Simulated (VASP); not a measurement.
# CoO (Fm-3m) in VASP: a series of runs

CoO is run at these levels: PBE; tasks: single point.

Program: VASP 6.6.1. These are calculated values, not measurements. Logs are shortened: lines on timing, memory, paths and dates and some standing lists are left out, and cuts for length are marked.

### 1 The cell of the first run

The structure is cubic, space group Fm-3m (No. 225). The conventional cell has a = 4.263 Å, b = 4.263 Å, c = 4.263 Å, α = 90.00°, β = 90.00°, γ = 90.00°. Within 2.8 Å of Co (site symmetry m-3m) lie 6 O at 2.13 Å. O (site symmetry m-3m) has 6 Co at 2.13 Å within 2.8 Å.

### 2 Single point, PBE, collinear spin, ferromagnetic start

INCAR

```
PREC = Accurate
ENCUT = 520
EDIFF = 1E-7
ISMEAR = -1
SIGMA = 0.05
LREAL = F
LASPH = T
NELM = 150
ALGO = Normal
ISIF = 2
LWAVE = F
LCHARG = F
ISPIN = 2
MAGMOM = 1 0
LORBIT = 11
NUPDOWN = 1.0
LMAXMIX = 4
GGA = PE
NBANDS = 18
```

KPOINTS

```
Automatic mesh
0
Gamma
  9 9 9
```

POSCAR

```
CoO
1.0
    0.0000000000      2.1315000000      2.1315000000
    2.1315000000      0.0000000000      2.1315000000
    2.1315000000      2.1315000000      0.0000000000
Co O
1 1
Direct
    0.0000000000      0.0000000000      0.0000000000
    0.5000000000      0.5000000000      0.5000000000
```

Potentials or basis: VASP PAW PBE potentials, release 64 (Co, O).

Run with:

```bash
$ cat potpaw_PBE.64/Co/POTCAR potpaw_PBE.64/O/POTCAR > POTCAR
$ mpirun -np 1 vasp_std > vasp.out
```

OUTCAR:

```text
PREC = Accurate
   ENCUT = 520
   EDIFF = 1E-7
   ISMEAR = -1
   LREAL = F
   LASPH = T
   NELM = 150
   ISIF = 2
   ISPIN = 2
   LORBIT = 11
   NUPDOWN = 1.0
   GGA = PE

 ion  position               nearest neighbor table
   1  0.000  0.000  0.000-   2 2.13   2 2.13   2 2.13   2 2.13   2 2.13   2 2.13
   2  0.500  0.500  0.500-   1 2.13   1 2.13   1 2.13   1 2.13   1 2.13   1 2.13

  LATTYP: Found a face centered cubic cell.
 ALAT       =     4.2630000000

  Lattice vectors:

 A1 = (   0.0000000000,   2.1315000000,   2.1315000000)
 A2 = (   2.1315000000,   0.0000000000,   2.1315000000)
 A3 = (   2.1315000000,   2.1315000000,   0.0000000000)

Analysis of symmetry for initial positions (statically):
[... 25 lines left out ...]
The dynamic configuration has the point symmetry O_h .

Analysis of structural, dynamic, and magnetic symmetry:
=====================================================================
 Subroutine PRICEL returns:
[... 7 lines left out ...]
 out of a pool of 48 trial point group operations.

The overall configuration has the point symmetry O_h .

 Subroutine INISYM returns: Found 48 space group operations
[... 5 lines left out ...]
                                     Primitive cell

  volume of cell :      19.3681

  direct lattice vectors                    reciprocal lattice vectors
     0.000000000  2.131500000  2.131500000    -0.234576589  0.234576589  0.234576589
     2.131500000  0.000000000  2.131500000     0.234576589 -0.234576589  0.234576589
     2.131500000  2.131500000  0.000000000     0.234576589  0.234576589 -0.234576589

  length of vectors
     3.014396208  3.014396208  3.014396208     0.406298571  0.406298571  0.406298571

  position of ions in fractional coordinates (direct lattice)
     0.000000000  0.000000000  0.000000000
     0.500000000  0.500000000  0.500000000

  ion indices of the primitive-cell ions
   primitive index   ion index
                 1           1
                 2           2

----------------------------------------------------------------------------------------

 KPOINTS: Automatic mesh

Automatic generation of k-mesh.
 Grid dimensions read from file:
 generate k-points for:    9    9    9

 Generating k-lattice:

  Cartesian coordinates                     Fractional coordinates (reciprocal lattice)
    -0.026064065  0.026064065  0.026064065     0.111111111  0.000000000  0.000000000
     0.026064065 -0.026064065  0.026064065     0.000000000  0.111111111  0.000000000
     0.026064065  0.026064065 -0.026064065     0.000000000  0.000000000  0.111111111

  Length of vectors
     0.045144286  0.045144286  0.045144286

  Shift w.r.t. Gamma in fractional coordinates (k-lattice)
     0.000000000  0.000000000  0.000000000

 Subroutine IBZKPT returns following result:
 ===========================================

 Found     35 irreducible k-points:

 Following reciprocal coordinates:
            Coordinates               Weight
  0.000000  0.000000  0.000000      1.000000
  0.111111  0.000000  0.000000      8.000000
  0.222222  0.000000  0.000000      8.000000
  0.333333  0.000000  0.000000      8.000000
  0.444444  0.000000  0.000000      8.000000
  0.111111  0.111111  0.000000      6.000000
[... 16 lines left out ...]
 -0.333333  0.333333  0.000000     12.000000
  0.444444  0.444444  0.000000      6.000000
 [... further k-points ...]
   k-points           NKPTS =     35   k-points in BZ     NKDIM =     35   number of bands    NBANDS=     18
   number of dos      NEDOS =    301   number of ions     NIONS =      2
   total plane-waves  NPLWV =  13824
   dimension x,y,z NGX =    24 NGY =   24 NGZ =   24
   dimension x,y,z NGXF=    48 NGYF=   48 NGZF=   48
   ions per type =               1   1
   NGX,Y,Z   is equivalent  to a cutoff of  13.24, 13.24, 13.24 a.u.
   NGXF,Y,Z  is equivalent  to a cutoff of  26.47, 26.47, 26.47 a.u.
 SYSTEM =  unknown system
   PREC   = accura    normal or accurate (medium, high low for compatibility)
   ISTART =      0    job   : 0-new  1-cont  2-samecut
   ICHARG =      2    charge: 1-file 2-atom 10-const
   ISPIN  =      2    spin polarized calculation?
   LNONCOLLINEAR =      F non collinear calculations
   LSORBIT =      F    spin-orbit coupling
   LASPH  =      T    aspherical Exc in radial PAW
   ENCUT  =  520.0 eV  38.22 Ry    6.18 a.u.   5.60  5.60  5.60*2*pi/ulx,y,z
   NELM   =    150;   NELMIN=  2; NELMDL= -5     # of ELM steps
   EDIFF  = 0.1E-06   stopping-criterion for ELM
   LREAL  =      F    real-space projection
   EDIFFG = 0.1E-05   stopping-criterion for IOM
   NSW    =      0    number of steps for IOM
   IBRION =     -1    ionic relax: 0-MD 1-quasi-New 2-CG
   NFREE  =      0    steps in history (QN), initial steepest desc. (CG)
   ISIF   =      2    stress and relaxation
   ISYM   =      2    0-nonsym 1-usesym 2-fastsym
   POTIM  = 0.5000    time-step for ionic-motion
   TEBEG  =    0.0;   TEEND  =   0.0 temperature during run
   PSTRESS=    0.0 pullay stress
   NELECT =      15.0000    total number of electrons
   NUPDOWN=       1.0000    fix difference up-down
   EMIN   =  10.00;   EMAX   =-10.00  energy-range for DOS
   EFERMI =   0.00;   METHOD = LEGACY
   ISMEAR =    -1;   SIGMA  =   0.05  broadening in eV -4-tet -1-fermi 0-gaus
   EFERMI_NEDOS =   21; number of points for ismear=-14 and -15
   IALGO  =     38    algorithm
   IMIX   =      4    mixing-type and parameters
     AMIX     =   0.40;   BMIX     =  1.00
     AMIX_MAG =   1.60;   BMIX_MAG =  1.00
  volume/ion in A,a.u.               =       9.68        65.35
  Fermi-wavevector in a.u.,A,eV,Ry     =   1.503407  2.841027 30.752334  2.260233
  Thomas-Fermi vector in A             =   2.614521
   LORBIT       =     11    0 simple, 1 ext, 2 COOP (PROOUT), +10 PAW based schemes
   GGA     = PE    functional components
   LHFCALC =     F    Hartree Fock is set to
   AEXX    =    0.0000 exact exchange contribution
   IVDW    =     0    specifies the selected vdW correction
   LEPSILON=     F    determine dielectric tensor
   LRPA    =     F    only Hartree local field effects (RPA)
 spin polarized calculation
  energy-cutoff  :      520.00
  volume of cell :       19.37
 maximum number of plane-waves:       534
   NGX = 11   NGY = 11   NGZ = 11

 number of electron      15.0000008 magnetization       1.0000000

 Free energy of the ion-electron system (eV)
  ---------------------------------------------------
  ext. energy  EPLUGINS =         0.00000000
  ---------------------------------------------------
  free energy    TOTEN  =       -12.75743419 eV

  energy without entropy =      -12.74018149  energy(sigma->0) =      -12.74880784

 E-fermi :   7.8531     XC(G=0): -12.3998

 val. band max:        7.7883961273   @ k =   0.2222   0.2222   0.0000
 cond. band min:       7.4481535787   @ k =   0.4444   0.2222   0.0000
 fundamental gap:     -0.3402425486
 Fermi energy:         7.4048371879

 spin component 1

 k-point     1 :       0.0000    0.0000    0.0000
  band No.  band energies     occupation
      1     -12.5173      1.00000
      2       4.4993      1.00000
      3       4.4993      1.00000
      4       4.4993      1.00000
      5       5.7678      1.00000
      6       5.7682      1.00000
[... 10 lines left out ...]
     17      29.6694      0.00000
     18      32.9669      0.00000

 k-point     2 :       0.1111    0.0000    0.0000
  band No.  band energies     occupation
      1     -12.3954      1.00000
      2       3.5985      1.00000
      3       3.9332      1.00000
      4       3.9333      1.00000
      5       6.0668      1.00000
      6       6.0670      1.00000
[... 10 lines left out ...]
     17      31.2485      0.00000
     18      34.7743      0.00000

 k-point     3 :       0.2222    0.0000    0.0000
  band No.  band energies     occupation
      1     -12.0696      1.00000
      2       2.0549      1.00000
      3       3.1449      1.00000
      4       3.1450      1.00000
      5       6.3144      1.00000
      6       6.3147      1.00000
[... 10 lines left out ...]
     17      34.3691      0.00000
     18      37.2589      0.00000

 k-point     4 :       0.3333    0.0000    0.0000
  band No.  band energies     occupation
      1     -11.6634      1.00000
      2       0.6988      1.00000
      3       2.5469      1.00000
      4       2.5470      1.00000
      5       6.6004      1.00000
      6       6.6006      1.00000
[... 375 lines left out ...]
      4       2.7332      1.00000
      5       5.9196      1.00000
      6       6.9362      0.99991
[... 10 lines left out ...]
     17      36.9773      0.00000
     18      38.4154      0.00000

 k-point    23 :      -0.3333    0.3333    0.0000
  band No.  band energies     occupation
      1     -11.2390      1.00000
      2       1.0570      1.00000
      3       1.6000      1.00000
      4       2.4127      1.00000
      5       6.3387      1.00000
      6       6.9003      0.99996
[... 10 lines left out ...]
     17      36.7777      0.00000
     18      38.4934      0.00000

 k-point    24 :       0.4444    0.4444    0.0000
  band No.  band energies     occupation
      1     -11.3349      1.00000
      2       0.9387      1.00000
      3       3.3472      1.00000
      4       3.3472      1.00000
      5       5.0483      1.00000
      6       6.1403      1.00000
[... 10 lines left out ...]
     17      39.2082      0.00000
     18      39.2082      0.00000

 [... further k-points ...]

 spin component 2

 k-point     1 :       0.0000    0.0000    0.0000
  band No.  band energies     occupation
      1     -12.5383      1.00000
      2       4.4621      1.00000
      3       4.4621      1.00000
      4       4.4621      1.00000
      5       6.5309      1.00000
      6       6.5311      1.00000
[... 10 lines left out ...]
     17      30.0623      0.00000
     18      33.4418      0.00000

 k-point     2 :       0.1111    0.0000    0.0000
  band No.  band energies     occupation
      1     -12.4183      1.00000
      2       3.6162      1.00000
      3       4.1268      1.00000
      4       4.1268      1.00000
      5       6.6595      1.00000
      6       6.6600      1.00000
[... 10 lines left out ...]
     17      31.5400      0.00000
     18      35.2260      0.00000

 k-point     3 :       0.2222    0.0000    0.0000
  band No.  band energies     occupation
      1     -12.0976      1.00000
      2       2.1066      1.00000
      3       3.4983      1.00000
      4       3.4983      1.00000
      5       6.9311      1.00000
      6       6.9317      1.00000
[... 10 lines left out ...]
     17      34.5424      0.00000
     18      37.6684      0.00000

 k-point     4 :       0.3333    0.0000    0.0000
  band No.  band energies     occupation
      1     -11.6986      1.00000
      2       0.7675      1.00000
      3       2.9620      1.00000
      4       2.9620      1.00000
      5       7.2288      1.00000
      6       7.2294      1.00000
[... 375 lines left out ...]
      4       2.9823      1.00000
      5       6.4247      1.00000
      6       7.6056      0.99296
[... 10 lines left out ...]
     17      37.2285      0.00000
     18      38.8096      0.00000

 k-point    23 :      -0.3333    0.3333    0.0000
  band No.  band energies     occupation
      1     -11.2705      1.00000
      2       1.1749      1.00000
      3       1.6344      1.00000
      4       2.7760      1.00000
      5       7.0020      1.00000
      6       7.4608      0.99961
[... 10 lines left out ...]
     17      37.0555      0.00000
     18      38.8690      0.00000

 k-point    24 :       0.4444    0.4444    0.0000
  band No.  band energies     occupation
      1     -11.3565      1.00000
      2       0.9748      1.00000
      3       3.3356      1.00000
      4       3.3356      1.00000
      5       5.4925      1.00000
      6       7.7191      0.93581
[... 10 lines left out ...]
     17      39.2036      0.00000
     18      39.2036      0.00000

 [... further k-points ...]
[... 5 lines left out ...]
  --------------------------------------------------------------------------------------
  -------------------------------------------------------------------------------------
  Total       -1.8800334     -1.8800334     -1.8800334      0.0000000      0.0000000     -0.0000000
  in kB     -155.5213948   -155.5213948   -155.5213948      0.0000000      0.0000000     -0.0000000
  external PRESSURE =    -155.5213948 kB  Pullay stress =       0.0000000 kB

 VOLUME and BASIS-vectors are now :
 -----------------------------------------------------------------------------
  energy-cutoff  :      520.00
  volume of cell :       19.37
      direct lattice vectors                 reciprocal lattice vectors
     0.000000000  2.131500000  2.131500000    -0.234576589  0.234576589  0.234576589
     2.131500000  0.000000000  2.131500000     0.234576589 -0.234576589  0.234576589
     2.131500000  2.131500000  0.000000000     0.234576589  0.234576589 -0.234576589

 POSITION                                       TOTAL-FORCE (eV/Angst)
 -----------------------------------------------------------------------------------
      0.00000      0.00000      0.00000         0.000000      0.000000      0.000000
      2.13150      2.13150      2.13150         0.000000      0.000000      0.000000
 -----------------------------------------------------------------------------------
    total drift:                                0.000000     -0.000000     -0.000000

  FREE ENERGIE OF THE ION-ELECTRON SYSTEM (eV)
  ---------------------------------------------------
  free  energy   TOTEN  =       -12.7574341919 eV

  energy  without entropy=      -12.7401814934  energy(sigma->0) =      -12.74880784

 total charge

# of ion       s       p       d       tot
------------------------------------------
    1        0.275   0.326   7.285   7.886
    2        1.560   3.367   0.000   4.927
--------------------------------------------------
tot          1.835   3.693   7.285  12.814

 magnetization (x)

# of ion       s       p       d       tot
------------------------------------------
    1        0.015   0.008   0.996   1.020
    2        0.017  -0.051   0.000  -0.034
--------------------------------------------------
tot          0.032  -0.043   0.996   0.986
```

Wall time 59 s (1 thread of AMD EPYC 7R13, shared host); peak memory 0.13 GiB.

What came out:

```
Free energy                                           : -12.7574 eV
Pressure                                              : -15.6 GPa
Net moment                                            : 1.00 μB per cell
Site moments                                          : Co +1.02; O -0.03 μB
Valence electrons inside the program's atomic spheres : Co 7.89; O 4.93
```

Caveat: the total moment is fixed, so each spin has its own Fermi level; a cell with one magnetic atom can't hold antiferromagnetic order, which such compounds often take.

### 3 Single point, PBE, collinear spin, ferromagnetic start

INCAR

```
SYSTEM = CoO
PREC = Accurate
ENCUT = 520
EDIFF = 1E-6
ISMEAR = -1
SIGMA = 0.05
LREAL = .False.
LASPH = .True.
NELM = 150
ALGO = Normal
ISIF = 2
LWAVE = .False.
LCHARG = .False.
ISPIN = 2
MAGMOM = 1.5 0
LORBIT = 11
NUPDOWN = 1.5
LMAXMIX = 4
GGA = PE
NBANDS = 18
```

KPOINTS

```
regular mesh
0
Gamma
  9 9 9
  0 0 0
```

POSCAR is that of step 2.

Potentials or basis: VASP PAW PBE potentials, release 64 (Co, O).

Run with:

```bash
$ cat potpaw_PBE.64/Co/POTCAR potpaw_PBE.64/O/POTCAR > POTCAR
$ mpirun -np 1 vasp_std > vasp.out
```

Run time: 61 s. Hardware: 1 thread of AMD EPYC 7R13, shared host; peak memory 0.13 GiB.

The run converged. Its results:

- Free energy: -12.8653 eV
- Pressure: -13.0 GPa
- Net moment: 1.50 μB per cell
- Site moments: Co +1.48; O +0.01 μB
- Valence electrons inside the program's atomic spheres: Co 7.87; O 4.94

Caveat: the total moment is fixed, so each spin has its own Fermi level; a cell with one magnetic atom can't hold antiferromagnetic order, which such compounds often take.

### 4 Single point, PBE, collinear spin, ferromagnetic start

INCAR

```
ALGO     = Normal         # electronic algorithm
EDIFF    = 1E-7           # SCF threshold, eV
ENCUT    = 520            # plane-wave cutoff, eV
GGA      = PE             # functional
ISIF     = 2              # what is computed and relaxed
ISMEAR   = -1             # smearing method
ISPIN    = 2              # spin polarisation
LASPH    = True           # aspherical terms in the spheres
LCHARG   = True           # write CHGCAR
LELF     = True           # ELF
LMAXMIX  = 4              # l up to which the mixer works
LORBIT   = 11             # projections on sites
LREAL    = False          # projectors in reciprocal space
LVHAR    = True         
LWAVE    = False          # write WAVECAR
MAGMOM   = 2 0            # initial moments
NBANDS   = 18             # bands
NELM     = 150            # most SCF steps
NUPDOWN  = 2.0            # fixed moment
PREC     = Accurate       # precision mode
SIGMA    = 0.05           # smearing width, eV
```

KPOINTS

```
k-points
0
Gamma
  9 9 9
```

POSCAR is that of step 3.

Run with:

```bash
$ cat potpaw_PBE.64/Co/POTCAR potpaw_PBE.64/O/POTCAR > POTCAR
$ mpirun -np 1 vasp_std > vasp.out
```

Wall time 75 s (1 thread of AMD EPYC 7R13, shared host); peak memory 0.13 GiB.

It converged, with:

| Item | Value |
| --- | --- |
| Free energy | -12.9701 eV |
| Pressure | -9.5 GPa |
| Net moment | 2.00 μB per cell |
| Site moments | Co +1.90; O +0.07 μB |
| Valence electrons inside the program's atomic spheres | Co 7.85; O 4.95 |

Caveat: the total moment is fixed, so each spin has its own Fermi level; a cell with one magnetic atom can't hold antiferromagnetic order, which such compounds often take.

[end of part 1 of 2]
